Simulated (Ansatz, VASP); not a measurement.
One calculation of F, two programs

```
CELL_PARAMETERS angstrom
3.10048 -1.78195 -0.23914
3.10048 1.78195 -0.23914
-2.33133 0.00000 7.13624
ATOMIC_POSITIONS crystal
F 0.08485 0.08485 0.09400
F 0.91515 0.91515 0.90600
F 0.50157 0.50157 0.59372
F 0.49843 0.49843 0.40628
```

Alike in both runs: task single point; functional PBEsol; k mesh 4 × 4 × 2; occupations gaussian, width 0.05 eV; no spin polarisation.

|  | VASP | Ansatz |
| --- | --- | --- |
| version | VASP 6.6.1 | Ansatz 0.2.0 |
| potentials or method | VASP PAW PBE potentials, release 64 (F), cutoff 520 eV | scalar-relativistic, plane waves, PAW |
| valence electrons in the cell | 28 | 28 |

|  | VASP | Ansatz | Ansatz less VASP |
| --- | --- | --- | --- |
| gap on the k mesh at the Fermi level (eV) | 3.01 | 3.09 | +0.080 |
| least direct gap on the mesh (eV) | 3.10 | 3.18 | +0.080 |
| pressure (GPa) | 0.3 | 0.0 | -0.36 |
| traceless stress, the component that is largest in VASP (GPa) | 1.35 | -0.02 | -1.371 |
| rms of the force components (eV/Å) | 0.249 | 0.002 | -0.2469 |

VASP's potentials were made for PBE, not for PBEsol. Atom by atom the forces differ by 0.249 eV/Å (rms over components).

The k mesh is coarse, so the values compare programs but aren't converged.
